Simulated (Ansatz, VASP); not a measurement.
## Yb in VASP and in Ansatz

File INCAR:

```
SYSTEM = Yb
PREC     = Accurate       ! precision mode
ENCUT    = 520            ! plane-wave cutoff, eV
EDIFF    = 1E-7           ! SCF threshold, eV
ISMEAR   = 1              ! smearing method
SIGMA    = 0.1            ! smearing width, eV
LREAL    = .False.        ! projectors in reciprocal space
LASPH    = .True.         ! aspherical terms in the spheres
NELM     = 80             ! most SCF steps
ALGO     = Normal         ! electronic algorithm
ISIF     = 2              ! what is computed and relaxed
LWAVE    = .False.        ! write WAVECAR
LCHARG   = .False.        ! write CHGCAR
GGA      = CA             ! functional
NBANDS   = 18             ! bands
```

File KPOINTS:

```
Automatic mesh
0
Gamma
  11 11 11
  0 0 0
```

Contents of POSCAR:

```
Yb
1.0
    0.0000000000      2.4569516026      2.4569516026
    2.4569516026      0.0000000000      2.4569516026
    2.4569516026      2.4569516026      0.0000000000
Yb
1
Direct
    0.0000000000      0.0000000000      0.0000000000
```

Input for Ansatz:

```yaml
crystal:
  lattice:
    - [0.0, 2.4569516026, 2.4569516026]
    - [2.4569516026, 0.0, 2.4569516026]
    - [2.4569516026, 2.4569516026, 0.0]
  atoms:
    - { symbol: Yb, position: [0.0, 0.0, 0.0] }
hamiltonian:
  xc: lda
  pseudopotentials:
    kind: paw
    azcp:
      Yb: "pseudopotentials/Yb.paw.azcp"
basis:
  ecutwfc: 420
  fft_grid_basis: typed
kpoints:
  mp_grid: { grid: [11, 11, 11], shift: [0, 0, 0] }
magnetization:
  spin_polarized: false
scf:
  occupations: { method: cold, width: 0.1 }
  lower_state_search: "off"
output:
  stress: true
```

Alike in both runs: task single point; functional LDA; k mesh 11 × 11 × 11; no spin polarisation.

|  | VASP | Ansatz |
| --- | --- | --- |
| version | VASP 6.6.1 | Ansatz 0.2.0 |
| potentials or method | VASP PAW PBE potentials, release 64 (Yb), cutoff 520 eV | plane waves (420 eV) with PAW, scalar-relativistic |
| occupations | methfessel-paxton of order 1, width 0.1 eV | cold, width 0.1 eV |
| valence electrons in the cell | 24 | 24 |

Ansatz gave:

```
pressure (GPa) : -0.7
```

**Question.** Which values does VASP return?

**Answer.** Pressure (GPa): 0.0.

VASP's potentials were made for PBE, not for LDA, and Ansatz warns of the same on its side. LDA's correlation is that of Perdew and Zunger in VASP and of Perdew and Wang (1992) in Ansatz.

Neither program's run includes spin-orbit coupling.
